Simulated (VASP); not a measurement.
Crystal: Pt.

```xyz
1
Lattice="0.0000 1.9609 1.9609 1.9609 0.0000 1.9609 1.9609 1.9609 0.0000" Properties=species:S:1:pos:R:3 pbc="T T T"
Pt    0.0000    0.0000    0.0000
```

Base run:

- Program: VASP 6.6.1
- Functional: PBE
- Potentials or basis: VASP PAW PBE potentials, release 64 (Pt)
- Cutoff: 520 eV
- k mesh: 12 × 12 × 12
- Occupations: methfessel-paxton, width 0.1 eV
- Spin: no spin polarisation

Its results: band gap on the k mesh zero (band 5 reaches 11.78 eV, above the bottom of band 6 at 9.54 eV); pressure 9.7 GPa.

After a change of settings the same cell gave: band gap on the k mesh zero (band 5 reaches 11.85 eV, above the bottom of band 6 at 9.62 eV); pressure 13.9 GPa. Which change was it?
A. functional from PBE to revPBE
B. functional from PBE to LDA; potentials or basis from VASP PAW PBE potentials, release 64 (Pt) to VASP PAW LDA potentials, release 64 (Pt)
C. functional from PBE to RPBE

C.

RPBE binds less tightly than PBE, so the same cell stands under more pressure.

Caveats: spin-orbit coupling is left out, which moves the levels of the heavy elements; the PAW data sets were made with another functional, which shifts forces and pressure a little (some runs).
